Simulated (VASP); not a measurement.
# BP (klda) (F-43m) in VASP: relaxation of cell and atoms with LDA

Aim: the relaxation of cell and atoms of BP (klda) with LDA.

Program: VASP 6.6.1. These are calculated values, not measurements. Logs are shortened: lines on timing, memory, paths and dates and some standing lists are left out, and cuts for length are marked.

### Step 1. The cell of the first run

The structure is cubic, space group F-43m (No. 216). The conventional cell has a = 4.532 Å, b = 4.532 Å, c = 4.532 Å, α = 90.00°, β = 90.00°, γ = 90.00°. Within 2.6 Å of B (site symmetry -43m) lie 4 P at 1.96 Å. P (site symmetry -43m) has 4 B at 1.96 Å within 2.6 Å.

### Step 2. Relaxation of cell and atoms, LDA

INCAR reads:

```
SYSTEM = BP
  PREC = Accurate
  ENCUT = 600
  EDIFF = 1E-7
  ISMEAR = 0
  SIGMA = 0.02
  LREAL = .FALSE.
  LASPH = .TRUE.
  NELM = 80
  ALGO = Normal
  ISIF = 3
  LWAVE = .FALSE.
  LCHARG = .FALSE.
  GGA = CA
  IBRION = 2
  NSW = 100
  EDIFFG = -0.002
```

KPOINTS reads:

```
regular mesh
0
G
  10 10 10
  0 0 0
```

POSCAR reads:

```
BP
1.0
    0.0000000000      2.2660723800      2.2660723800
    2.2660723800      0.0000000000      2.2660723800
    2.2660723800      2.2660723800      0.0000000000
B P
1 1
Direct
    0.0000000000      0.0000000000      0.0000000000
    0.7500000000      0.7500000000      0.7500000000
```

Potentials or basis: VASP PAW LDA potentials, release 64 (B, P).

Launch:

```bash
cat potpaw_LDA.64/B/POTCAR potpaw_LDA.64/P/POTCAR > POTCAR
mpirun -np 1 vasp_std > vasp.out
```

OUTCAR:

```text
SYSTEM = BP
   PREC = Accurate
   ENCUT = 600
   EDIFF = 1E-7
   ISMEAR = 0
   LREAL = .FALSE.
   LASPH = .TRUE.
   NELM = 80
   ISIF = 3
   GGA = CA
   IBRION = 2
   NSW = 100
   EDIFFG = -0.002

 ion  position               nearest neighbor table
   1  0.000  0.000  0.000-   2 1.96   2 1.96   2 1.96   2 1.96
   2  0.750  0.750  0.750-   1 1.96   1 1.96   1 1.96   1 1.96

  LATTYP: Found a face centered cubic cell.
 ALAT       =     4.5321447600

  Lattice vectors:

 A1 = (   0.0000000000,   2.2660723800,   2.2660723800)
 A2 = (   2.2660723800,   0.0000000000,   2.2660723800)
 A3 = (   2.2660723800,   2.2660723800,   0.0000000000)

Analysis of symmetry for initial positions (statically):
=====================================================================
 Subroutine PRICEL returns:
 Original cell was already a primitive cell.

 Routine SETGRP: Setting up the symmetry group for a
 face centered cubic supercell.

 Subroutine GETGRP returns: Found 24 space group operations
 (whereof 24 operations were pure point group operations)
 out of a pool of 48 trial point group operations.

The static configuration has the point symmetry T_d .

Analysis of symmetry for dynamics (positions and initial velocities):
=====================================================================
 Subroutine PRICEL returns:
 Original cell was already a primitive cell.

 Routine SETGRP: Setting up the symmetry group for a
 face centered cubic supercell.

 Subroutine GETGRP returns: Found 24 space group operations
 (whereof 24 operations were pure point group operations)
 out of a pool of 48 trial point group operations.

The dynamic configuration has the point symmetry T_d .

 Subroutine INISYM returns: Found 24 space group operations
 (whereof 24 operations are pure point group operations),
 and found     1 'primitive' translations

----------------------------------------------------------------------------------------

                                     Primitive cell

  volume of cell :      23.2729

  direct lattice vectors                    reciprocal lattice vectors
     0.000000000  2.266072380  2.266072380    -0.220646085  0.220646085  0.220646085
     2.266072380  0.000000000  2.266072380     0.220646085 -0.220646085  0.220646085
     2.266072380  2.266072380  0.000000000     0.220646085  0.220646085 -0.220646085

  length of vectors
     3.204710293  3.204710293  3.204710293     0.382170230  0.382170230  0.382170230

  position of ions in fractional coordinates (direct lattice)
     0.000000000  0.000000000  0.000000000
     0.750000000  0.750000000  0.750000000

  ion indices of the primitive-cell ions
   primitive index   ion index
                 1           1
                 2           2

----------------------------------------------------------------------------------------

 KPOINTS: regular mesh

Automatic generation of k-mesh.
 Grid dimensions read from file:
 generate k-points for:   10   10   10

 Generating k-lattice:

  Cartesian coordinates                     Fractional coordinates (reciprocal lattice)
    -0.022064609  0.022064609  0.022064609     0.100000000  0.000000000  0.000000000
     0.022064609 -0.022064609  0.022064609     0.000000000  0.100000000  0.000000000
     0.022064609  0.022064609 -0.022064609     0.000000000  0.000000000  0.100000000

  Length of vectors
     0.038217023  0.038217023  0.038217023

  Shift w.r.t. Gamma in fractional coordinates (k-lattice)
     0.000000000  0.000000000  0.000000000

 Subroutine IBZKPT returns following result:
 ===========================================

 Found     47 irreducible k-points:

 Following reciprocal coordinates:
            Coordinates               Weight
  0.000000  0.000000  0.000000      1.000000
  0.100000  0.000000  0.000000      8.000000
  0.200000  0.000000  0.000000      8.000000
  0.300000  0.000000  0.000000      8.000000
  0.400000  0.000000  0.000000      8.000000
  0.500000  0.000000  0.000000      4.000000
[... 16 lines left out ...]
  0.300000  0.300000  0.000000      6.000000
  0.400000  0.300000  0.000000     24.000000
 [... further k-points ...]
   k-points           NKPTS =     47   k-points in BZ     NKDIM =     47   number of bands    NBANDS=      8
   number of dos      NEDOS =    301   number of ions     NIONS =      2
   total plane-waves  NPLWV =  21952
   dimension x,y,z NGX =    28 NGY =   28 NGZ =   28
   dimension x,y,z NGXF=    56 NGYF=   56 NGZF=   56
   ions per type =               1   1
   NGX,Y,Z   is equivalent  to a cutoff of  14.53, 14.53, 14.53 a.u.
   NGXF,Y,Z  is equivalent  to a cutoff of  29.05, 29.05, 29.05 a.u.
 SYSTEM =  BP
   PREC   = accura    normal or accurate (medium, high low for compatibility)
   ISTART =      0    job   : 0-new  1-cont  2-samecut
   ICHARG =      2    charge: 1-file 2-atom 10-const
   ISPIN  =      1    spin polarized calculation?
   LNONCOLLINEAR =      F non collinear calculations
   LSORBIT =      F    spin-orbit coupling
   LASPH  =      T    aspherical Exc in radial PAW
   ENCUT  =  600.0 eV  44.10 Ry    6.64 a.u.   6.40  6.40  6.40*2*pi/ulx,y,z
   NELM   =     80;   NELMIN=  2; NELMDL= -5     # of ELM steps
   EDIFF  = 0.1E-06   stopping-criterion for ELM
   LREAL  =      F    real-space projection
   EDIFFG = -.2E-02   stopping-criterion for IOM
   NSW    =    100    number of steps for IOM
   IBRION =      2    ionic relax: 0-MD 1-quasi-New 2-CG
   NFREE  =      1    steps in history (QN), initial steepest desc. (CG)
   ISIF   =      3    stress and relaxation
   ISYM   =      2    0-nonsym 1-usesym 2-fastsym
   POTIM  = 0.5000    time-step for ionic-motion
   TEBEG  =    0.0;   TEEND  =   0.0 temperature during run
   PSTRESS=    0.0 pullay stress
   NELECT =       8.0000    total number of electrons
   NUPDOWN=      -1.0000    fix difference up-down
   EMIN   =  10.00;   EMAX   =-10.00  energy-range for DOS
   EFERMI =   0.00;   METHOD = LEGACY
   ISMEAR =     0;   SIGMA  =   0.02  broadening in eV -4-tet -1-fermi 0-gaus
   EFERMI_NEDOS =   21; number of points for ismear=-14 and -15
   IALGO  =     38    algorithm
   IMIX   =      4    mixing-type and parameters
     AMIX     =   0.40;   BMIX     =  1.00
     AMIX_MAG =   1.60;   BMIX_MAG =  1.00
  volume/ion in A,a.u.               =      11.64        78.53
  Fermi-wavevector in a.u.,A,eV,Ry     =   1.146800  2.167138 17.893708  1.315150
  Thomas-Fermi vector in A             =   2.283483
   LORBIT       =      0    0 simple, 1 ext, 2 COOP (PROOUT), +10 PAW based schemes
   GGA     = CA    functional components
   LHFCALC =     F    Hartree Fock is set to
   AEXX    =    0.0000 exact exchange contribution
   IVDW    =     0    specifies the selected vdW correction
   LEPSILON=     F    determine dielectric tensor
   LRPA    =     F    only Hartree local field effects (RPA)
 conjugate gradient relaxation of ions
 non-spin polarized calculation
 Gauss-broadening in eV      SIGMA  =   0.02
  energy-cutoff  :      600.00
  volume of cell :       23.27
 maximum number of plane-waves:       794
 NGX is ok and might be reduce to    28
   NGX = 13   NGY = 13   NGZ = 13

--------------------------------------- Ionic step        1  -------------------------------------------

 number of electron       8.0000000 magnetization

 Free energy of the ion-electron system (eV)
  ---------------------------------------------------
  ext. energy  EPLUGINS =         0.00000000
  ---------------------------------------------------
  free energy    TOTEN  =       -14.39149283 eV

  energy without entropy =      -14.39149283  energy(sigma->0) =      -14.39149283

------------------------ aborting loop because EDIFF is reached ----------------------------------------

  FORCE on cell =-STRESS in cart. coord.  units (eV):
  Direction    XX          YY          ZZ          XY          YZ          ZX
  --------------------------------------------------------------------------------------
  -------------------------------------------------------------------------------------
  Total       -0.6845409     -0.6845409     -0.6845409     -0.0000000      0.0000000      0.0000000
  in kB      -47.1257937    -47.1257937    -47.1257937     -0.0000000      0.0000000      0.0000000
  external PRESSURE =     -47.1257937 kB  Pullay stress =       0.0000000 kB

 VOLUME and BASIS-vectors are now :
 -----------------------------------------------------------------------------
  energy-cutoff  :      600.00
  volume of cell :       23.27
      direct lattice vectors                 reciprocal lattice vectors
     0.000000000  2.266072380  2.266072380    -0.220646085  0.220646085  0.220646085
     2.266072380  0.000000000  2.266072380     0.220646085 -0.220646085  0.220646085
     2.266072380  2.266072380  0.000000000     0.220646085  0.220646085 -0.220646085
[... 37 lines left out ...]
 POSITION                                       TOTAL-FORCE (eV/Angst)
 -----------------------------------------------------------------------------------
     -0.00000      2.22865      2.22865        -0.000000     -0.000000     -0.000000
      3.34298      3.34298      3.34298         0.000000      0.000000      0.000000
 -----------------------------------------------------------------------------------
    total drift:                                0.000000      0.000000      0.000000

  FREE ENERGIE OF THE ION-ELECTRON SYSTEM (eV)
  ---------------------------------------------------
  free  energy   TOTEN  =       -14.3953666312 eV

  energy  without entropy=      -14.3953666312  energy(sigma->0) =      -14.39536663

--------------------------------------- Ionic step        3  -------------------------------------------

 number of electron       8.0000001 magnetization

 Free energy of the ion-electron system (eV)
  ---------------------------------------------------
  ext. energy  EPLUGINS =         0.00000000
  ---------------------------------------------------
  free energy    TOTEN  =       -14.40125484 eV

  energy without entropy =      -14.40125484  energy(sigma->0) =      -14.40125484

 E-fermi :   7.9529     XC(G=0): -11.2209

 val. band max:        7.7926438480   @ k =   0.0000   0.0000   0.0000
 cond. band min:       8.9429363568   @ k =   0.4000   0.4000   0.0000
 fundamental gap:      1.1502925087
 Fermi energy:         7.9529423558

 k-point     1 :       0.0000    0.0000    0.0000
  band No.  band energies     occupation
      1      -7.8827      2.00000
      2       7.7926      2.00000
      3       7.7926      2.00000
      4       7.7926      2.00000
      5      11.2226      0.00000
      6      11.2226      0.00000
      7      11.2226      0.00000
      8      15.6559      0.00000

 k-point     2 :       0.1000    0.0000    0.0000
  band No.  band energies     occupation
      1      -7.6979      2.00000
      2       6.4781      2.00000
      3       7.4909      2.00000
      4       7.4909      2.00000
      5      11.6401      0.00000
      6      11.6401      0.00000
      7      11.6810      0.00000
      8      16.1280      0.00000
[... 221 lines left out ...]
 k-point    23 :       0.3000    0.3000    0.0000
  band No.  band energies     occupation
      1      -5.7132      2.00000
      2       2.9963      2.00000
      3       4.4865      2.00000
      4       4.4865      2.00000
      5       9.2472      0.00000
      6      11.6081      0.00000
      7      16.7906      0.00000
      8      16.7906      0.00000

 k-point    24 :       0.4000    0.3000    0.0000
  band No.  band energies     occupation
      1      -4.8637      2.00000
      2       1.6366      2.00000
      3       3.6290      2.00000
      4       4.1858      2.00000
      5       9.5319      0.00000
      6      11.3279      0.00000
      7      17.4115      0.00000
      8      17.4373      0.00000

 [... further k-points ...]
[... 5 lines left out ...]
  --------------------------------------------------------------------------------------
  -------------------------------------------------------------------------------------
  Total       -0.0017643     -0.0017643     -0.0017643     -0.0000000     -0.0000000      0.0000000
  in kB       -0.1249341     -0.1249341     -0.1249341     -0.0000000     -0.0000000      0.0000000
  external PRESSURE =      -0.1249341 kB  Pullay stress =       0.0000000 kB

 VOLUME and BASIS-vectors are now :
 -----------------------------------------------------------------------------
  energy-cutoff  :      600.00
  volume of cell :       22.63
      direct lattice vectors                 reciprocal lattice vectors
    -0.000000000  2.244849914  2.244849914    -0.222732040  0.222732040  0.222732040
     2.244849914  0.000000000  2.244849914     0.222732040 -0.222732040  0.222732040
     2.244849914  2.244849914  0.000000000     0.222732040  0.222732040 -0.222732040

 POSITION                                       TOTAL-FORCE (eV/Angst)
 -----------------------------------------------------------------------------------
      0.00000      0.00000      0.00000         0.000000      0.000000      0.000000
      3.36727      3.36727      3.36727        -0.000000     -0.000000     -0.000000
 -----------------------------------------------------------------------------------
    total drift:                                0.000000      0.000000      0.000000

  FREE ENERGIE OF THE ION-ELECTRON SYSTEM (eV)
  ---------------------------------------------------
  free  energy   TOTEN  =       -14.4012548397 eV

  energy  without entropy=      -14.4012548397  energy(sigma->0) =      -14.40125484

 reached required accuracy - stopping structural energy minimisation
```

Wall time 33 s (1 thread of Intel Xeon 8259CL, shared host); peak memory 0.14 GiB.

Results:

- Free energy: -14.4013 eV
- Relaxed volume: 11.31 Å³/atom
- Relaxed cell: a = 3.175 Å, b = 3.175 Å, c = 3.175 Å, α = 60.00°, β = 60.00°, γ = 60.00°
- Space group after relaxing (to 0.05 Å): F-43m (No. 216)
- Energy gained by relaxing: 4.9 meV/atom
- Ionic steps: 3
- Pressure after relaxing: 0.0 GPa
- Band gap on the k mesh: 1.15 eV, indirect (least direct gap 3.43 eV)

Step by step:
```csv
step,energy change (eV),largest force (eV/Å),pressure (GPa),volume (Å³)
1,0.0000,0.0000,-4.71,23.27
2,-0.0039,0.0000,3.96,22.14
3,-0.0098,0.0000,-0.01,22.63
```

Final structure:
```cif
data_structure
_symmetry_space_group_name_H-M 'P 1'
_symmetry_Int_Tables_number 1
_cell_length_a 3.1747
_cell_length_b 3.1747
_cell_length_c 3.1747
_cell_angle_alpha 60.000
_cell_angle_beta 60.000
_cell_angle_gamma 60.000
_cell_volume 22.63
loop_
_atom_site_label
_atom_site_type_symbol
_atom_site_fract_x
_atom_site_fract_y
_atom_site_fract_z
_atom_site_occupancy
B1 B 0.00000 0.00000 0.00000 1
P1 P 0.75000 0.75000 0.75000 1
```

A k mesh can miss the band edges.
